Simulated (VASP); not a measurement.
# CaO in VASP: a series of runs

CaO is run at these levels: HSE06; tasks: single point.

Program: VASP 6.6.1. These are calculated values, not measurements. Logs are shortened: lines on timing, memory, paths and dates and some standing lists are left out, and cuts for length are marked.

## Step 1: The cell of the first run

The structure is cubic, space group Pm-3m (No. 221). Conventional cell: a = 3.019 Å, b = 3.019 Å, c = 3.019 Å, α = 90.00°, β = 90.00°, γ = 90.00°. Within 3.4 Å of Ca (site symmetry m-3m) lie 8 O at 2.61 Å and 6 Ca at 3.02 Å. O (site symmetry m-3m) has 8 Ca at 2.61 Å and 6 O at 3.02 Å within 3.4 Å.

## Step 2: Single point, HSE06 (strain +4.0%)

POSCAR

```
CaO
1.0
    3.0187566816      0.0000000000      0.0000000000
    0.0000000000      3.0187566816      0.0000000000
    0.0000000000      0.0000000000      3.0187566816
Ca O
1 1
Direct
    0.0000000000      0.0000000000      0.0000000000
    0.5000000000      0.5000000000      0.5000000000
```

INCAR.step1

```
SYSTEM = CaO
PREC     = Accurate       ! precision mode
ENCUT    = 520            ! plane-wave cutoff, eV
EDIFF    = 1E-5           ! SCF threshold, eV
ISMEAR   = 0              ! smearing method
SIGMA    = 0.01           ! smearing width, eV
LREAL    = .FALSE.        ! projectors in reciprocal space
LASPH    = .TRUE.         ! aspherical terms in the spheres
NELM     = 60             ! most SCF steps
ALGO     = Normal         ! electronic algorithm
ISIF     = 2              ! what is computed and relaxed
LWAVE    = .TRUE.         ! write WAVECAR
LCHARG   = .FALSE.        ! write CHGCAR
GGA      = PE             ! functional
NBANDS   = 15             ! bands
```

INCAR.step2

```
SYSTEM = CaO
PREC     = Accurate       ! precision mode
ENCUT    = 520            ! plane-wave cutoff, eV
EDIFF    = 1E-6           ! SCF threshold, eV
ISMEAR   = 0              ! smearing method
SIGMA    = 0.01           ! smearing width, eV
LREAL    = .FALSE.        ! projectors in reciprocal space
LASPH    = .TRUE.         ! aspherical terms in the spheres
NELM     = 60             ! most SCF steps
ALGO     = Normal         ! electronic algorithm
ISIF     = 2              ! what is computed and relaxed
LWAVE    = .FALSE.        ! write WAVECAR
LCHARG   = .FALSE.        ! write CHGCAR
GGA      = PE             ! functional
LHFCALC  = .TRUE.         ! exact exchange
HFSCREEN = 0.2079         ! screening, 1/A
PRECFOCK = Normal       
ISTART   = 1            
NBANDS   = 15             ! bands
```

KPOINTS

```
regular mesh
0
G
  6 6 6
  0 0 0
```

Potentials or basis: VASP PAW PBE potentials, release 64 (Ca_sv, O).

On the command line:

```bash
cat potpaw_PBE.64/Ca_sv/POTCAR potpaw_PBE.64/O/POTCAR > POTCAR
cp INCAR.step1 INCAR
mpirun -np 1 vasp_std > vasp.out
cp INCAR.step2 INCAR
mpirun -np 1 vasp_std > vasp.out
```

OUTCAR:

```text
SYSTEM = CaO
   PREC = Accurate
   ENCUT = 520
   EDIFF = 1E-6
   ISMEAR = 0
   LREAL = .FALSE.
   LASPH = .TRUE.
   NELM = 60
   ISIF = 2
   GGA = PE
   LHFCALC = .TRUE.
   HFSCREEN = 0.2079
   PRECFOCK = Normal
   ISTART = 1

 ion  position               nearest neighbor table
   1  0.000  0.000  0.000-
   2  0.500  0.500  0.500-

  LATTYP: Found a simple cubic cell.
 ALAT       =     3.0187566816

  Lattice vectors:

 A1 = (   3.0187566816,   0.0000000000,   0.0000000000)
 A2 = (   0.0000000000,   3.0187566816,   0.0000000000)
 A3 = (   0.0000000000,   0.0000000000,   3.0187566816)

Analysis of symmetry for initial positions (statically):
=====================================================================
 Subroutine PRICEL returns:
 Original cell was already a primitive cell.

 Routine SETGRP: Setting up the symmetry group for a
 simple cubic supercell.

 Subroutine GETGRP returns: Found 48 space group operations
 (whereof 48 operations were pure point group operations)
 out of a pool of 48 trial point group operations.

The static configuration has the point symmetry O_h .

Analysis of symmetry for dynamics (positions and initial velocities):
=====================================================================
 Subroutine PRICEL returns:
 Original cell was already a primitive cell.

 Routine SETGRP: Setting up the symmetry group for a
 simple cubic supercell.

 Subroutine GETGRP returns: Found 48 space group operations
 (whereof 48 operations were pure point group operations)
 out of a pool of 48 trial point group operations.

The dynamic configuration has the point symmetry O_h .

 Subroutine INISYM returns: Found 48 space group operations
 (whereof 48 operations are pure point group operations),
 and found     1 'primitive' translations

----------------------------------------------------------------------------------------

                                     Primitive cell

  volume of cell :      27.5096

  direct lattice vectors                    reciprocal lattice vectors
     3.018756682  0.000000000  0.000000000     0.331262207  0.000000000  0.000000000
     0.000000000  3.018756682  0.000000000     0.000000000  0.331262207  0.000000000
     0.000000000  0.000000000  3.018756682     0.000000000  0.000000000  0.331262207

  length of vectors
     3.018756682  3.018756682  3.018756682     0.331262207  0.331262207  0.331262207

  position of ions in fractional coordinates (direct lattice)
     0.000000000  0.000000000  0.000000000
     0.500000000  0.500000000  0.500000000

  ion indices of the primitive-cell ions
   primitive index   ion index
                 1           1
                 2           2

----------------------------------------------------------------------------------------

 KPOINTS: regular mesh

Automatic generation of k-mesh.
 Grid dimensions read from file:
 generate k-points for:    6    6    6

 Generating k-lattice:

  Cartesian coordinates                     Fractional coordinates (reciprocal lattice)
     0.055210368  0.000000000  0.000000000     0.166666667  0.000000000  0.000000000
     0.000000000  0.055210368  0.000000000     0.000000000  0.166666667  0.000000000
     0.000000000  0.000000000  0.055210368     0.000000000  0.000000000  0.166666667

  Length of vectors
     0.055210368  0.055210368  0.055210368

  Shift w.r.t. Gamma in fractional coordinates (k-lattice)
     0.000000000  0.000000000  0.000000000

 Subroutine IBZKPT returns following result:
 ===========================================

 Found     20 irreducible k-points:

 Following reciprocal coordinates:
            Coordinates               Weight
  0.000000  0.000000  0.000000      1.000000
  0.166667  0.000000  0.000000      6.000000
  0.333333  0.000000  0.000000      6.000000
  0.500000  0.000000  0.000000      3.000000
  0.166667  0.166667  0.000000     12.000000
  0.333333  0.166667  0.000000     24.000000
[... 12 lines left out ...]
  0.500000  0.500000  0.333333      6.000000
  0.500000  0.500000  0.500000      1.000000
   k-points           NKPTS =     20   k-points in BZ     NKDIM =    216   number of bands    NBANDS=     15
   number of dos      NEDOS =    301   number of ions     NIONS =      2
   total plane-waves  NPLWV =  13824
   dimension x,y,z NGX =    24 NGY =   24 NGZ =   24
   dimension x,y,z NGXF=    48 NGYF=   48 NGZF=   48
   ions per type =               1   1
   NGX,Y,Z   is equivalent  to a cutoff of  13.22, 13.22, 13.22 a.u.
   NGXF,Y,Z  is equivalent  to a cutoff of  26.43, 26.43, 26.43 a.u.
 SYSTEM =  CaO
   PREC   = accura    normal or accurate (medium, high low for compatibility)
   ISTART =      1    job   : 0-new  1-cont  2-samecut
   ICHARG =      0    charge: 1-file 2-atom 10-const
   ISPIN  =      1    spin polarized calculation?
   LNONCOLLINEAR =      F non collinear calculations
   LSORBIT =      F    spin-orbit coupling
   LASPH  =      T    aspherical Exc in radial PAW
   ENCUT  =  520.0 eV  38.22 Ry    6.18 a.u.   5.61  5.61  5.61*2*pi/ulx,y,z
   NELM   =     60;   NELMIN=  2; NELMDL=  0     # of ELM steps
   EDIFF  = 0.1E-05   stopping-criterion for ELM
   LREAL  =      F    real-space projection
   EDIFFG = 0.1E-04   stopping-criterion for IOM
   NSW    =      0    number of steps for IOM
   IBRION =     -1    ionic relax: 0-MD 1-quasi-New 2-CG
   NFREE  =      0    steps in history (QN), initial steepest desc. (CG)
   ISIF   =      2    stress and relaxation
   ISYM   =      3    0-nonsym 1-usesym 2-fastsym
   POTIM  = 0.5000    time-step for ionic-motion
   TEBEG  =    0.0;   TEEND  =   0.0 temperature during run
   PSTRESS=    0.0 pullay stress
   NELECT =      16.0000    total number of electrons
   NUPDOWN=      -1.0000    fix difference up-down
   EMIN   =  10.00;   EMAX   =-10.00  energy-range for DOS
   EFERMI =   0.00;   METHOD = LEGACY
   ISMEAR =     0;   SIGMA  =   0.01  broadening in eV -4-tet -1-fermi 0-gaus
   EFERMI_NEDOS =   21; number of points for ismear=-14 and -15
   IALGO  =     38    algorithm
   IMIX   =      1    mixing-type and parameters
     AMIX     =   0.40;   BMIX     =  1.00
     AMIX_MAG =   1.60;   BMIX_MAG =  1.00
  volume/ion in A,a.u.               =      13.75        92.82
  Fermi-wavevector in a.u.,A,eV,Ry     =   1.366533  2.582372 25.407680  1.867412
  Thomas-Fermi vector in A             =   2.492665
   LORBIT       =      0    0 simple, 1 ext, 2 COOP (PROOUT), +10 PAW based schemes
   GGA     = PE    functional components
   LHFCALC =     T    Hartree Fock is set to
   PRECFOCK=normal    Normal, Fast or Accurate (Low or Medium for compatibility)
   ENCUT4O =  -1.0   cutoff for four orbital integrals eV
   NKREDX  =     1    reduce k-point grid by
   NKREDY  =     1    reduce k-point grid by
   NKREDZ  =     1    reduce k-point grid by
   AEXX    =    0.2500 exact exchange contribution
   HFSCREEN=    0.2079 screening length (either q_TF or 0.3 A-1)
   HFSCREENC=   0.2079 screening length for correlation (either q_TF or 0.3 A-1)
   ENCUTFOCK=  -1.0 apply spherical cutoff to Coloumb kernel
   IVDW    =     0    specifies the selected vdW correction
   LEPSILON=     F    determine dielectric tensor
   LRPA    =     F    only Hartree local field effects (RPA)
 non-spin polarized calculation
 Gauss-broadening in eV      SIGMA  =   0.01
  energy-cutoff  :      520.00
  volume of cell :       27.51
 maximum number of plane-waves:       768
 NGX is ok and might be reduce to    24
  NGX = 18; NGY = 18; NGZ = 18

 number of electron      16.0000000 magnetization

 Free energy of the ion-electron system (eV)
  ---------------------------------------------------
  ext. energy  EPLUGINS =         0.00000000
  ---------------------------------------------------
  free energy    TOTEN  =       -13.78742895 eV

  energy without entropy =      -13.78742895  energy(sigma->0) =      -13.78742895

 E-fermi :   2.5968     XC(G=0):  -8.7728

 val. band max:        2.4690561996   @ k =   0.5000   0.5000   0.0000
 cond. band min:       6.9148787206   @ k =   0.0000   0.0000   0.0000
 fundamental gap:      4.4458225210
 Fermi energy:         2.5967820527

 k-point     1 :       0.0000    0.0000    0.0000
  band No.  band energies     occupation
      1     -39.8814      2.00000
      2     -18.9894      2.00000
      3     -18.9894      2.00000
      4     -18.9894      2.00000
      5     -15.2235      2.00000
      6       2.1146      2.00000
      7       2.1146      2.00000
      8       2.1146      2.00000
      9       6.9149      0.00000
     10       6.9149      0.00000
     11       7.8729      0.00000
     12      12.4123      0.00000
     13      12.4123      0.00000
     14      12.4123      0.00000
     15      22.5330      0.00000

 k-point     2 :       0.1667    0.0000    0.0000
  band No.  band energies     occupation
      1     -39.8536      2.00000
      2     -19.3039      2.00000
      3     -18.9664      2.00000
      4     -18.9663      2.00000
      5     -14.9616      2.00000
      6       0.9819      2.00000
      7       2.0311      2.00000
      8       2.0311      2.00000
      9       7.1349      0.00000
     10       7.9087      0.00000
     11       8.9737      0.00000
     12      12.2839      0.00000
     13      12.2839      0.00000
     14      12.4840      0.00000
     15      21.1098      0.00000

 k-point     3 :       0.3333    0.0000    0.0000
  band No.  band energies     occupation
      1     -39.7972      2.00000
      2     -19.8529      2.00000
      3     -18.9198      2.00000
      4     -18.9198      2.00000
      5     -14.4920      2.00000
      6      -0.6323      2.00000
      7       1.8568      2.00000
      8       1.8568      2.00000
      9       7.6338      0.00000
     10       9.9363      0.00000
     11      11.0074      0.00000
     12      12.1002      0.00000
     13      12.1002      0.00000
     14      12.6318      0.00000
     15      18.9220      0.00000
[... 271 lines left out ...]
 k-point    19 :       0.5000    0.5000    0.3333
  band No.  band energies     occupation
      1     -39.5929      2.00000
      2     -19.5863      2.00000
      3     -19.5863      2.00000
      4     -19.3707      2.00000
      5     -14.2621      2.00000
      6      -0.4691      2.00000
      7      -0.4691      2.00000
      8      -0.0710      2.00000
      9      11.1308      0.00000
     10      11.3015      0.00000
     11      11.3587      0.00000
     12      11.3587      0.00000
     13      13.8851      0.00000
     14      15.8750      0.00000
     15      15.8750      0.00000

 k-point    20 :       0.5000    0.5000    0.5000
  band No.  band energies     occupation
      1     -39.5685      2.00000
      2     -19.5449      2.00000
      3     -19.5449      2.00000
      4     -19.5449      2.00000
      5     -14.1485      2.00000
      6      -0.6981      2.00000
      7      -0.6981      2.00000
      8      -0.6981      2.00000
      9      11.7375      0.00000
     10      11.7375      0.00000
     11      11.7375      0.00000
     12      13.9176      0.00000
     13      13.9176      0.00000
     14      15.2943      0.00000
     15      15.2943      0.00000

------------------------ aborting loop because EDIFF is reached ----------------------------------------

  FORCE on cell =-STRESS in cart. coord.  units (eV):
  Direction    XX          YY          ZZ          XY          YZ          ZX
  --------------------------------------------------------------------------------------
  -------------------------------------------------------------------------------------
  Total       -1.7279565     -1.7279565     -1.7279565      0.0000000      0.0000000      0.0000000
  in kB     -100.6373187   -100.6373187   -100.6373187      0.0000000      0.0000000      0.0000000
  external PRESSURE =    -100.6373187 kB  Pullay stress =       0.0000000 kB

 VOLUME and BASIS-vectors are now :
 -----------------------------------------------------------------------------
  energy-cutoff  :      520.00
  volume of cell :       27.51
      direct lattice vectors                 reciprocal lattice vectors
     3.018756682  0.000000000  0.000000000     0.331262207  0.000000000  0.000000000
     0.000000000  3.018756682  0.000000000     0.000000000  0.331262207  0.000000000
     0.000000000  0.000000000  3.018756682     0.000000000  0.000000000  0.331262207

 POSITION                                       TOTAL-FORCE (eV/Angst)
 -----------------------------------------------------------------------------------
      0.00000      0.00000      0.00000         0.000000      0.000000      0.000000
      1.50938      1.50938      1.50938         0.000000      0.000000      0.000000
 -----------------------------------------------------------------------------------
    total drift:                                0.000000      0.000000      0.000000

  FREE ENERGIE OF THE ION-ELECTRON SYSTEM (eV)
  ---------------------------------------------------
  free  energy   TOTEN  =       -13.7874289480 eV

  energy  without entropy=      -13.7874289480  energy(sigma->0) =      -13.78742895
```

Run time: 46 min. Hardware: 1 thread of Intel Xeon 8259CL, shared host; peak memory 0.26 GiB.

What came out:

* Free energy: -13.7874 eV
* Pressure: -10.1 GPa
* Band gap on the k mesh: 4.45 eV (least direct gap 4.80 eV)

Levels at points of the mesh, in eV from the valence-band top:
| k point | band 4 | band 5 | band 6 | band 7 | band 8 | band 9 | band 10 | band 11 | band 12 | band 13 |
| --- | --- | --- | --- | --- | --- | --- | --- | --- | --- | --- |
| (0.00, 0.00, 0.00) | -21.46 | -17.69 | -0.35 | -0.35 | -0.35 | 4.45 | 4.45 | 5.40 | 9.94 | 9.94 |
| (0.50, 0.00, 0.00) | -21.37 | -16.74 | -3.76 | -0.70 | -0.70 | 5.45 | 8.44 | 9.57 | 9.57 | 10.20 |
| (0.50, 0.50, 0.00) | -21.29 | -17.05 | -2.22 | -2.22 | 0.00 | 5.30 | 6.11 | 8.13 | 8.13 | 11.32 |
| (0.50, 0.50, 0.50) | -22.01 | -16.62 | -3.17 | -3.17 | -3.17 | 9.27 | 9.27 | 9.27 | 11.45 | 11.45 |

Caveat: the cell differs from its parent crystal (strain +4.0%); the cell stands under tension; the PAW data sets were made with another functional, which shifts forces and pressure a little.

## Step 3: Single point, HSE06 (uniaxial x strain -3.0%)

POSCAR

```
CaO
1.0
    2.8169836585      0.0000000000      0.0000000000
    0.0000000000      2.9032089648      0.0000000000
    0.0000000000      0.0000000000      2.9032089648
Ca O
1 1
Direct
    0.0000000000      0.0000000000      0.0000000000
    0.5000000000      0.5000000000      0.5000000000
```

INCAR.step1

```
PREC     = Accurate       # precision mode
ENCUT    = 520            # plane-wave cutoff, eV
EDIFF    = 1E-5           # SCF threshold, eV
ISMEAR   = 0              # smearing method
SIGMA    = 0.01           # smearing width, eV
LREAL    = F              # projectors in reciprocal space
LASPH    = T              # aspherical terms in the spheres
NELM     = 80             # most SCF steps
ALGO     = Normal         # electronic algorithm
ISIF     = 2              # what is computed and relaxed
LWAVE    = T              # write WAVECAR
NBANDS   = 15             # bands
GGA      = PE             # functional
```

INCAR.step2

```
PREC     = Accurate       # precision mode
ENCUT    = 520            # plane-wave cutoff, eV
EDIFF    = 1E-6           # SCF threshold, eV
ISMEAR   = 0              # smearing method
SIGMA    = 0.01           # smearing width, eV
LREAL    = F              # projectors in reciprocal space
LASPH    = T              # aspherical terms in the spheres
NELM     = 80             # most SCF steps
ALGO     = Normal         # electronic algorithm
ISIF     = 2              # what is computed and relaxed
LWAVE    = F              # write WAVECAR
LCHARG   = T              # write CHGCAR
GGA      = PE             # functional
LHFCALC  = T              # exact exchange
HFSCREEN = 0.2079         # screening, 1/A
PRECFOCK = Normal       
LELF     = T              # ELF
LVHAR    = T            
NBANDS   = 15             # bands
ISTART   = 1
```

KPOINTS

```
Automatic mesh
0
Gamma
  6 6 6
```

Potentials or basis: VASP PAW PBE potentials, release 64 (Ca_sv, O).

On the command line:

```bash
cat potpaw_PBE.64/Ca_sv/POTCAR potpaw_PBE.64/O/POTCAR > POTCAR
cp INCAR.step1 INCAR
mpirun -np 1 vasp_std > vasp.out
cp INCAR.step2 INCAR
mpirun -np 1 vasp_std > vasp.out
```

It took 37 min on 1 thread of Intel Xeon Platinum 8259CL at 2.50GHz (Skylake/Cascade Lake), shared host; peak memory 0.26 GiB.

Results (log left out):

```
Free energy            : -13.8441 eV
Pressure               : 5.3 GPa
Band gap on the k mesh : 4.28 eV (least direct gap 4.59 eV)
```

Stress tensor (GPa, compression positive):
```
13.89  0.00  0.00
 0.00  0.97  0.00
 0.00  0.00  0.97
```

Levels at points of the mesh, in eV from the valence-band top:
```
           k point  band 5  band 6  band 7  band 8  band 9  band 10  band 11  band 12
(0.00, 0.00, 0.00)  -18.30   -0.59   -0.59   -0.31    4.28     4.30     6.99    10.58
(0.50, 0.00, 0.00)  -16.77   -4.37   -1.11   -1.11    5.64     9.54    10.17    10.17
(0.00, 0.50, 0.00)  -16.78   -4.38   -1.19   -0.80    5.42     9.17    10.48    10.49
(0.50, 0.50, 0.00)  -17.49   -2.60   -2.47   -0.23    5.64     6.32     8.27     8.57
(0.00, 0.50, 0.50)  -17.59   -2.54   -2.54    0.00    5.38     6.83     8.79     8.79
(0.50, 0.50, 0.50)  -16.91   -3.98   -3.98   -3.98   10.04    10.04    10.35    12.44
```

Caveat: the cell differs from its parent crystal (uniaxial x strain -3.0%); the cell stands under pressure; the PAW data sets were made with another functional, which shifts forces and pressure a little. A k mesh can miss the band edges.
